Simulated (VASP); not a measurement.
# LiHF2 (R-3m) in VASP: a series of runs

The runs below take LiHF2 through single point, with r2SCAN.

All numbers are computed with VASP 6.6.1; they aren't measurements. Logs are shortened: lines on timing, memory, paths and dates and some standing lists are left out, and cuts for length are marked.

### 1 The cell of the first run

Symmetry: R-3m, No. 166, trigonal system. The conventional cell has a = 2.812 Å, b = 2.812 Å, c = 12.554 Å, α = 90.00°, β = 90.00°, γ = 120.00°. Within 2.5 Å of Li (site symmetry -3m) lie 6 F at 1.91 Å. H (site symmetry -3m) has 2 F at 1.09 Å within 1.5 Å. Within 1.5 Å of F (site symmetry 3m) lie 1 H at 1.09 Å.

### 2 Single point, r2SCAN

File POSCAR:

```
LiHF2
1.0
    1.4057872535      0.8116310673      4.1845280768
   -1.4057872535      0.8116310673      4.1845280768
    0.0000000000     -1.6232630928      4.1845280768
Li H F
1 1 2
Direct
    0.0000000000      0.0000000000      0.0000000000
    0.5000000000      0.5000000000      0.5000000000
    0.4133020000      0.4133020000      0.4133020000
    0.5866980000      0.5866980000      0.5866980000
```

File INCAR.step1:

```
SYSTEM = LiHF2
PREC     = Accurate       ! precision mode
ENCUT    = 520            ! plane-wave cutoff, eV
ISMEAR   = 1              ! smearing method
SIGMA    = 0.1            ! smearing width, eV
LREAL    = .False.        ! projectors in reciprocal space
LASPH    = .True.         ! aspherical terms in the spheres
NELM     = 100            ! most SCF steps
NBANDS   = 17             ! bands
GGA      = PE             ! functional
ALGO     = Normal         ! electronic algorithm
EDIFF    = 1E-4           ! SCF threshold, eV
LWAVE    = .True.         ! write WAVECAR
LCHARG   = .False.        ! write CHGCAR
```

File INCAR.step2:

```
SYSTEM = LiHF2
PREC     = Accurate       ! precision mode
ENCUT    = 520            ! plane-wave cutoff, eV
EDIFF    = 1E-6           ! SCF threshold, eV
ISMEAR   = 1              ! smearing method
SIGMA    = 0.1            ! smearing width, eV
LREAL    = .False.        ! projectors in reciprocal space
LASPH    = .True.         ! aspherical terms in the spheres
NELM     = 100            ! most SCF steps
ALGO     = Normal         ! electronic algorithm
ISIF     = 2              ! what is computed and relaxed
LWAVE    = .False.        ! write WAVECAR
LCHARG   = .False.        ! write CHGCAR
METAGGA  = R2SCAN         ! meta-GGA
LMIXTAU  = .True.       
NBANDS   = 17             ! bands
ISTART   = 1
```

File KPOINTS:

```
Automatic mesh
0
Gamma
  7 7 7
  0 0 0
```

Potentials or basis: VASP PAW PBE potentials, release 64 (Li_sv, H, F).

The run is started by

```console
$ cat potpaw_PBE.64/Li_sv/POTCAR potpaw_PBE.64/H/POTCAR potpaw_PBE.64/F/POTCAR > POTCAR
$ cp INCAR.step1 INCAR
$ mpirun -np 1 vasp_std > vasp.out
$ cp INCAR.step2 INCAR
$ mpirun -np 1 vasp_std > vasp.out
```

OUTCAR:

```text
SYSTEM = LiHF2
   PREC = Accurate
   ENCUT = 520
   EDIFF = 1E-6
   ISMEAR = 1
   LREAL = .False.
   LASPH = .True.
   NELM = 100
   ISIF = 2
   METAGGA = R2SCAN
   ISTART = 1

 ion  position               nearest neighbor table
   1  0.000  0.000  0.000-   4 1.91   3 1.91   4 1.91   4 1.91   3 1.91   3 1.91
   2  0.500  0.500  0.500-   3 1.09   4 1.09
   3  0.413  0.413  0.413-   2 1.09   1 1.91   1 1.91   1 1.91
   4  0.587  0.587  0.587-   2 1.09   1 1.91   1 1.91   1 1.91

  LATTYP: Found a trigonal (rhomboedric) cell.
 ALAT       =     4.4883469136
 COS(alpha) =     0.8038011923

  Lattice vectors:

 A1 = (   1.4057872535,   0.8116310673,   4.1845280768)
 A2 = (  -1.4057872535,   0.8116310673,   4.1845280768)
 A3 = (   0.0000000000,  -1.6232630928,   4.1845280768)

Analysis of symmetry for initial positions (statically):
=====================================================================
 Subroutine PRICEL returns:
 Original cell was already a primitive cell.

 Routine SETGRP: Setting up the symmetry group for a
 trigonal (rhombohedral) supercell.

 Subroutine GETGRP returns: Found 12 space group operations
 (whereof 12 operations were pure point group operations)
 out of a pool of 12 trial point group operations.

The static configuration has the point symmetry D_3d.

Analysis of symmetry for dynamics (positions and initial velocities):
=====================================================================
 Subroutine PRICEL returns:
 Original cell was already a primitive cell.

 Routine SETGRP: Setting up the symmetry group for a
 trigonal (rhombohedral) supercell.

 Subroutine GETGRP returns: Found 12 space group operations
 (whereof 12 operations were pure point group operations)
 out of a pool of 12 trial point group operations.

The dynamic configuration has the point symmetry D_3d.

 Subroutine INISYM returns: Found 12 space group operations
 (whereof 12 operations are pure point group operations),
 and found     1 'primitive' translations

----------------------------------------------------------------------------------------

                                     Primitive cell

  volume of cell :      28.6468

  direct lattice vectors                    reciprocal lattice vectors
     1.405787254  0.811631067  4.184528077     0.355672595  0.205347735  0.079658540
    -1.405787254  0.811631067  4.184528077    -0.355672595  0.205347735  0.079658540
     0.000000000 -1.623263093  4.184528077     0.000000000 -0.410695469  0.079658493

  length of vectors
     4.488346914  4.488346914  4.488346944     0.418349339  0.418349339  0.418349428

  position of ions in fractional coordinates (direct lattice)
     0.000000000  0.000000000  0.000000000
     0.500000000  0.500000000  0.500000000
     0.413302000  0.413302000  0.413302000
     0.586698000  0.586698000  0.586698000

  ion indices of the primitive-cell ions
   primitive index   ion index
                 1           1
                 2           2
                 3           3
                 4           4

----------------------------------------------------------------------------------------

 KPOINTS: Automatic mesh

Automatic generation of k-mesh.
 Grid dimensions read from file:
 generate k-points for:    7    7    7

 Generating k-lattice:

  Cartesian coordinates                     Fractional coordinates (reciprocal lattice)
     0.050810371  0.029335391  0.011379791     0.142857143 -0.000000000 -0.000000000
    -0.050810371  0.029335391  0.011379791    -0.000000000  0.142857143 -0.000000000
     0.000000000 -0.058670781  0.011379785     0.000000000  0.000000000  0.142857143

  Length of vectors
     0.059764191  0.059764191  0.059764204

  Shift w.r.t. Gamma in fractional coordinates (k-lattice)
     0.000000000  0.000000000  0.000000000

 Subroutine IBZKPT returns following result:
 ===========================================

 Found     44 irreducible k-points:

 Following reciprocal coordinates:
            Coordinates               Weight
  0.000000  0.000000  0.000000      1.000000
  0.142857  0.000000  0.000000      6.000000
  0.285714 -0.000000 -0.000000      6.000000
  0.428571  0.000000  0.000000      6.000000
  0.142857  0.142857  0.000000      6.000000
  0.285714  0.142857  0.000000     12.000000
[... 16 lines left out ...]
  0.285714  0.285714  0.142857      6.000000
  0.428571  0.285714  0.142857     12.000000
 [... further k-points ...]
   k-points           NKPTS =     44   k-points in BZ     NKDIM =     44   number of bands    NBANDS=     17
   number of dos      NEDOS =    301   number of ions     NIONS =      4
   total plane-waves  NPLWV =  46656
   dimension x,y,z NGX =    36 NGY =   36 NGZ =   36
   dimension x,y,z NGXF=    72 NGYF=   72 NGZF=   72
   ions per type =               1   1   2
   NGX,Y,Z   is equivalent  to a cutoff of  13.33, 13.33, 13.33 a.u.
   NGXF,Y,Z  is equivalent  to a cutoff of  26.67, 26.67, 26.67 a.u.
 SYSTEM =  LiHF2
   PREC   = accura    normal or accurate (medium, high low for compatibility)
   ISTART =      1    job   : 0-new  1-cont  2-samecut
   ICHARG =      0    charge: 1-file 2-atom 10-const
   ISPIN  =      1    spin polarized calculation?
   LNONCOLLINEAR =      F non collinear calculations
   LSORBIT =      F    spin-orbit coupling
   LASPH  =      T    aspherical Exc in radial PAW
   ENCUT  =  520.0 eV  38.22 Ry    6.18 a.u.   8.35  8.35  8.35*2*pi/ulx,y,z
   NELM   =    100;   NELMIN=  2; NELMDL=  0     # of ELM steps
   EDIFF  = 0.1E-05   stopping-criterion for ELM
   LREAL  =      F    real-space projection
   EDIFFG = 0.1E-04   stopping-criterion for IOM
   NSW    =      0    number of steps for IOM
   IBRION =     -1    ionic relax: 0-MD 1-quasi-New 2-CG
   NFREE  =      0    steps in history (QN), initial steepest desc. (CG)
   ISIF   =      2    stress and relaxation
   ISYM   =      2    0-nonsym 1-usesym 2-fastsym
   POTIM  = 0.5000    time-step for ionic-motion
   TEBEG  =    0.0;   TEEND  =   0.0 temperature during run
   PSTRESS=    0.0 pullay stress
   NELECT =      18.0000    total number of electrons
   NUPDOWN=      -1.0000    fix difference up-down
   EMIN   =  10.00;   EMAX   =-10.00  energy-range for DOS
   EFERMI =   0.00;   METHOD = LEGACY
   ISMEAR =     1;   SIGMA  =   0.10  broadening in eV -4-tet -1-fermi 0-gaus
   EFERMI_NEDOS =   21; number of points for ismear=-14 and -15
   IALGO  =     38    algorithm
   IMIX   =      4    mixing-type and parameters
     AMIX     =   0.40;   BMIX     =  1.00
     AMIX_MAG =   1.60;   BMIX_MAG =  1.00
  volume/ion in A,a.u.               =       7.16        48.33
  Fermi-wavevector in a.u.,A,eV,Ry     =   1.402190  2.649755 26.750925  1.966137
  Thomas-Fermi vector in A             =   2.524977
   LORBIT       =      0    0 simple, 1 ext, 2 COOP (PROOUT), +10 PAW based schemes
   METAGGA = R2SCAN    functional components
   LHFCALC =     F    Hartree Fock is set to
   AEXX    =    0.0000 exact exchange contribution
   IVDW    =     0    specifies the selected vdW correction
   LEPSILON=     F    determine dielectric tensor
   LRPA    =     F    only Hartree local field effects (RPA)
 non-spin polarized calculation
 Methfessel and Paxton  Order N= 1 SIGMA  =   0.10
  energy-cutoff  :      520.00
  volume of cell :       28.65
 maximum number of plane-waves:       783
 NGX is ok and might be reduce to    36
   NGX = 17   NGY = 17   NGZ = 17

 number of electron      18.0000003 magnetization

 Free energy of the ion-electron system (eV)
  ---------------------------------------------------
  ext. energy  EPLUGINS =         0.00000000
  ---------------------------------------------------
  free energy    TOTEN  =       -21.76104006 eV

  energy without entropy =      -21.76198973  energy(sigma->0) =      -21.76135661

 E-fermi :  -2.4237     XC(G=0): -10.4695

 val. band max:       -2.4763875412   @ k =   0.4286   0.4286   0.4286
 cond. band min:       7.5991107927   @ k =   0.0000   0.0000   0.0000
 fundamental gap:     10.0754983339
 Fermi energy:        -2.4237028666

 k-point     1 :       0.0000    0.0000    0.0000
  band No.  band energies     occupation
      1     -43.8353      2.00000
      2     -25.3565      2.00000
      3     -23.4766      2.00000
      4      -8.9794      2.00000
      5      -2.9642      2.00000
      6      -2.9642      2.00000
[... 9 lines left out ...]
     16      24.0553      0.00000
     17      24.0554      0.00000

 k-point     2 :       0.1429    0.0000    0.0000
  band No.  band energies     occupation
      1     -43.8253      2.00000
      2     -25.2837      2.00000
      3     -23.4367      2.00000
      4      -8.8733      2.00000
      5      -3.5582      2.00000
      6      -3.0682      2.00000
[... 9 lines left out ...]
     16      20.8997      0.00000
     17      24.1822      0.00000

 k-point     3 :       0.2857   -0.0000   -0.0000
  band No.  band energies     occupation
      1     -43.8030      2.00000
      2     -25.1123      2.00000
      3     -23.3484      2.00000
      4      -8.6353      2.00000
      5      -4.6271      2.00000
      6      -3.7442      2.00000
[... 9 lines left out ...]
     16      20.7365      0.00000
     17      24.1362      0.00000

 k-point     4 :       0.4286    0.0000    0.0000
  band No.  band energies     occupation
      1     -43.7851      2.00000
      2     -24.9665      2.00000
      3     -23.2792      2.00000
      4      -8.4531      2.00000
      5      -5.3573      2.00000
      6      -4.2222      2.00000
[... 9 lines left out ...]
     16      20.6991      0.00000
     17      22.4292      0.00000
[... 343 lines left out ...]
      1     -43.8030      2.00000
      2     -25.1094      2.00000
      3     -23.3514      2.00000
      4      -8.6314      2.00000
      5      -4.3968      2.00000
      6      -4.0637      2.00000
[... 9 lines left out ...]
     16      20.6301      0.00000
     17      24.3211      0.00000

 k-point    23 :       0.2857    0.2857    0.1429
  band No.  band energies     occupation
      1     -43.8251      2.00000
      2     -25.1749      2.00000
      3     -23.6028      2.00000
      4      -8.3820      2.00000
      5      -3.7097      2.00000
      6      -3.3256      2.00000
[... 9 lines left out ...]
     16      21.4131      0.00000
     17      25.4127      0.00000

 k-point    24 :       0.4286    0.2857    0.1429
  band No.  band energies     occupation
      1     -43.8090      2.00000
      2     -25.0291      2.00000
      3     -23.5676      2.00000
      4      -8.1372      2.00000
      5      -4.4702      2.00000
      6      -3.5820      2.00000
[... 9 lines left out ...]
     16      20.9608      0.00000
     17      23.9144      0.00000

 [... further k-points ...]
[... 5 lines left out ...]
  --------------------------------------------------------------------------------------
  -------------------------------------------------------------------------------------
  Total        1.3914965      1.3914956      4.7067639      0.0000000     -0.0000004     -0.0000000
  in kB       77.8245349     77.8244846    263.2429961      0.0000000     -0.0000201     -0.0000000
  external PRESSURE =     139.6306719 kB  Pullay stress =       0.0000000 kB

 VOLUME and BASIS-vectors are now :
 -----------------------------------------------------------------------------
  energy-cutoff  :      520.00
  volume of cell :       28.65
      direct lattice vectors                 reciprocal lattice vectors
     1.405787254  0.811631067  4.184528077     0.355672595  0.205347735  0.079658540
    -1.405787254  0.811631067  4.184528077    -0.355672595  0.205347735  0.079658540
     0.000000000 -1.623263093  4.184528077     0.000000000 -0.410695469  0.079658493

 POSITION                                       TOTAL-FORCE (eV/Angst)
 -----------------------------------------------------------------------------------
      0.00000      0.00000      0.00000        -0.000000     -0.000000      0.000000
      0.00000     -0.00000      6.27679         0.000000     -0.000000      0.000000
      0.00000     -0.00000      5.18842        -0.000000      0.000000     -1.048915
      0.00000     -0.00000      7.36516        -0.000000     -0.000000      1.048915
 -----------------------------------------------------------------------------------
    total drift:                                0.000000     -0.000000     -0.000000

  FREE ENERGIE OF THE ION-ELECTRON SYSTEM (eV)
  ---------------------------------------------------
  free  energy   TOTEN  =       -21.7610400572 eV

  energy  without entropy=      -21.7619897262  energy(sigma->0) =      -21.76135661
```

Run time: 71 s. Hardware: 1 thread of Intel Xeon 6975P-C (Granite Rapids), shared host; peak memory 0.21 GiB.

Results:

| Property | Result |
| --- | --- |
| Free energy | -21.7610 eV |
| Largest force | 1.049 eV/Å |
| Band gap on the k mesh | 10.08 eV, indirect (least direct gap 10.21 eV) |

Forces in eV/Å, atoms in the order of the input:
```
Li   0.000  0.000  0.000
H    0.000  0.000  0.000
F    0.000  0.000 -1.049
F    0.000  0.000  1.049
```

Caveat: the cutoff is under 1.25 times the usual one of these potentials, so pressure, stress and relaxed cells hold a basis-set (Pulay) error; the PAW data sets were made with another functional, which shifts forces and pressure a little.

### 3 Single point, r2SCAN

This run uses another cell than the first one, of 7.49 Å³/atom, 1.045 times its volume.

File POSCAR:

```
LiHF2
1.0
    1.4267722466      0.8237467500      4.2469929290
   -1.4267722466      0.8237467500      4.2469929290
    0.0000000000     -1.6474944726      4.2469929290
Li H F
1 1 2
Direct
    0.0000000000      0.0000000000      0.0000000000
    0.5000000000      0.5000000000      0.5000000000
    0.4133020000      0.4133020000      0.4133020000
    0.5866980000      0.5866980000      0.5866980000
```

File INCAR.step1:

```
SYSTEM = LiHF2
PREC = Accurate
ENCUT = 520
ISMEAR = 1
SIGMA = 0.1
LREAL = .False.
LASPH = .True.
NELM = 100
NBANDS = 17
GGA = PE
ALGO = Normal
EDIFF = 1E-4
LWAVE = .True.
LCHARG = .False.
```

File INCAR.step2:

```
SYSTEM = LiHF2
PREC = Accurate
ENCUT = 520
EDIFF = 1E-6
ISMEAR = 1
SIGMA = 0.1
LREAL = .False.
LASPH = .True.
NELM = 100
ALGO = Normal
ISIF = 2
LWAVE = .False.
LCHARG = .False.
METAGGA = R2SCAN
LMIXTAU = .True.
NBANDS = 17
ISTART = 1
```

KPOINTS is that of step 2.

Potentials or basis: VASP PAW PBE potentials, release 64 (Li_sv, H, F).

The run is started by

```console
$ cat potpaw_PBE.64/Li_sv/POTCAR potpaw_PBE.64/H/POTCAR potpaw_PBE.64/F/POTCAR > POTCAR
$ cp INCAR.step1 INCAR
$ mpirun -np 1 vasp_std > vasp.out
$ cp INCAR.step2 INCAR
$ mpirun -np 1 vasp_std > vasp.out
```

Wall time 65 s (1 thread of Intel Xeon 6975P-C (Granite Rapids), shared host); peak memory 0.21 GiB.

Results (log left out):

| Item | Value |
| --- | --- |
| Free energy | -21.8566 eV |
| Largest force | 0.658 eV/Å |
| Band gap on the k mesh | 9.79 eV, indirect (least direct gap 9.95 eV) |

Forces in eV/Å, atoms in the order of the input:
```
Li   0.000  0.000  0.000
H    0.000  0.000  0.000
F    0.000  0.000 -0.658
F    0.000  0.000  0.658
```

Levels at points of the mesh, in eV from the valence-band top:
| k point | band 5 | band 6 | band 7 | band 8 | band 9 | band 10 | band 11 | band 12 | band 13 | band 14 |
| --- | --- | --- | --- | --- | --- | --- | --- | --- | --- | --- |
| (0.00, 0.00, 0.00) | -0.46 | -0.46 | -0.23 | -0.23 | -0.16 | 9.79 | 14.81 | 19.59 | 20.70 | 22.85 |

Caveat: the cutoff is under 1.25 times the usual one of these potentials, so pressure, stress and relaxed cells hold a basis-set (Pulay) error; the PAW data sets were made with another functional, which shifts forces and pressure a little. A k mesh can miss the band edges.

### 4 Single point, r2SCAN

This run uses another cell than the first one, of 7.81 Å³/atom, 1.091 times its volume.

File POSCAR:

```
LiHF2
1.0
    1.4471574615      0.8355161508      4.3076724547
   -1.4471574615      0.8355161508      4.3076724547
    0.0000000000     -1.6710332882      4.3076724547
Li H F
1 1 2
Direct
    0.0000000000      0.0000000000      0.0000000000
    0.5000000000      0.5000000000      0.5000000000
    0.4133020000      0.4133020000      0.4133020000
    0.5866980000      0.5866980000      0.5866980000
```

File INCAR.step1:

```
ALGO = Normal
EDIFF = 1E-4
ENCUT = 520
GGA = PE
ISMEAR = 1
LASPH = T
LCHARG = F
LREAL = F
LWAVE = T
NBANDS = 17
NELM = 60
PREC = Accurate
SIGMA = 0.1
```

File INCAR.step2:

```
ALGO = Normal
EDIFF = 1E-6
ENCUT = 520
ISIF = 2
ISMEAR = 1
ISTART = 1
LASPH = T
LCHARG = F
LMIXTAU = T
LREAL = F
LWAVE = F
METAGGA = R2SCAN
NBANDS = 17
NELM = 60
PREC = Accurate
SIGMA = 0.1
```

File KPOINTS:

```
k-points
0
Gamma
  7 7 7
```

The run is started by

```console
$ cat potpaw_PBE.64/Li_sv/POTCAR potpaw_PBE.64/H/POTCAR potpaw_PBE.64/F/POTCAR > POTCAR
$ cp INCAR.step1 INCAR
$ mpirun -np 1 vasp_std > vasp.out
$ cp INCAR.step2 INCAR
$ mpirun -np 1 vasp_std > vasp.out
```

Wall time 68 s (1 thread of Intel Xeon 6975P-C (Granite Rapids), shared host); peak memory 0.21 GiB.

The run converged. Its results:

```
Free energy            : -21.9111 eV
Largest force          : 0.316 eV/Å
Band gap on the k mesh : 9.52 eV, indirect (least direct gap 9.70 eV)
```

Forces in eV/Å, atoms in the order of the input:
```
Li   0.000  0.000  0.000
H    0.000  0.000  0.000
F    0.000  0.000 -0.316
F    0.000  0.000  0.316
```

Levels at points of the mesh, in eV from the valence-band top:
```csv
k point,band 7,band 8,band 9,band 10,band 11,band 12
"(0.00, 0.00, 0.00)",-0.22,-0.22,-0.18,9.52,14.56,19.06
```

Caveat: the cutoff is under 1.25 times the usual one of these potentials, so pressure, stress and relaxed cells hold a basis-set (Pulay) error; the PAW data sets were made with another functional, which shifts forces and pressure a little. r2SCAN opens gaps a little over a GGA but as a rule still falls short of measured ones.

### 5 Overview

| cell | gap on the mesh (eV) | largest force (eV/Å) |
| --- | --- | --- |
| a = 4.488 Å, angles 36.5°, 4 atoms | 10.08 | 1.05 |
| a = 4.555 Å, angles 36.5°, 4 atoms | 9.79 | 0.66 |
| a = 4.620 Å, angles 36.5°, 4 atoms | 9.52 | 0.32 |

Alike in all rows: task single point; level r2SCAN; potentials or basis VASP PAW PBE potentials, release 64 (Li_sv, H, F); no spin polarisation; k mesh 7 × 7 × 7; cutoff (eV) 520; smearing methfessel-paxton 0.1 eV.

Caveats: the cutoff is under 1.25 times the usual one of these potentials, so pressure, stress and relaxed cells hold a basis-set (Pulay) error; the PAW data sets were made with another functional, which shifts forces and pressure a little.

Absolute energies hang on the potentials; compare differences alone.
